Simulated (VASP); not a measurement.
Here is a VASP 6.6.1 calculation.

Contents of INCAR:

```
PREC = Accurate
ENCUT = 400
EDIFF = 1E-6
ISMEAR = -1
SIGMA = 0.2016
LREAL = Auto
LASPH = T
NELM = 120
ALGO = Normal
ISIF = 2
LWAVE = F
LCHARG = F
GGA = PE
NBANDS = 128
ISYM = -1
GGA_COMPAT = F
```

The input KPOINTS:

```
explicit points
1
Reciprocal
  0.25000000   0.25000000   0.25000000 1
```

POSCAR

```
Ti7Cu5Ni4Ag4
1.0
    6.7185500000      0.1110650000      0.1315620000
    0.1110650000      6.6664200000      0.2049450000
    0.1315620000      0.2049450000      6.4951710000
Ti Cu Ni Ag
7 5 4 4
Direct
    0.6278462144      0.1381730341      0.0061615659
    0.9385784572      0.8798702896      0.8741803294
    0.3540672816      0.8522015816      0.1747046763
    0.0023346163      0.5960830733      0.2294644141
    0.2194312843      0.6655061832      0.7968144359
    0.2564882787      0.1263209934      0.8264379849
    0.8245213049      0.1996278902      0.5736133183
    0.5496157963      0.9217681261      0.7081726837
    0.6944128233      0.4642027062      0.3222515060
    0.4793621431      0.1547566266      0.4318376777
    0.4600551113      0.3513942613      0.7127143739
    0.0436420996      0.1726247876      0.1554004923
    0.9194725355      0.3926032782      0.8921292873
    0.4552579038      0.6596573887      0.4637369634
    0.9135125861      0.6378033512      0.5786806613
    0.0986435794      0.9383958569      0.5175449137
    0.6178640093      0.6551799104      0.9356972632
    0.7669259217      0.8784335432      0.3003802563
    0.3770823161      0.4306902243      0.1854030461
    0.1661126157      0.3296130514      0.5064122785
```

Potentials or basis: VASP PAW PBE potentials, release 64 (Ti_sv, Cu, Ni, Ag).

Command:

```sh
$ cat potpaw_PBE.64/Ti_sv/POTCAR potpaw_PBE.64/Cu/POTCAR potpaw_PBE.64/Ni/POTCAR potpaw_PBE.64/Ag/POTCAR > POTCAR
$ mpirun -np 1 vasp_std > vasp.out
```

**Question.** Estimate the pressure.

**Answer.** 8.9 GPa.

**Question.** Estimate the band gap on the k mesh.

**Answer.** Zero (an odd number of electrons rules out a gap without spin polarisation).

**Question.** Estimate the largest force.

**Answer.** 4.434 eV/Å.

Forces in eV/Å, atoms in the order of the input:
```
Ti   0.986  0.777  0.274
Ti  -0.144  0.726  0.594
Ti  -1.199  1.272  0.085
Ti   2.030 -0.203 -1.340
Ti   0.403 -0.687 -0.298
Ti  -2.477 -2.161  1.934
Ti  -0.480 -0.211  0.671
Cu  -0.021  0.583 -1.588
Cu   0.885 -1.006 -0.004
Cu   0.501 -1.845 -1.077
Cu   3.269  2.966  0.420
Cu  -0.209 -0.564  0.963
Ni   0.254 -0.010 -0.768
Ni  -0.649  1.120  1.616
Ni  -1.016 -0.717  1.043
Ni   0.805  0.103 -0.531
Ag   0.908 -2.072  0.663
Ag  -0.986  1.085  0.331
Ag  -1.533 -0.631 -2.869
Ag  -1.327  1.476 -0.116
```

Caveat: the atoms stand as in a frame of molecular dynamics. Spin polarisation is off, so any magnetic state and its effect on volume and gap are missing.
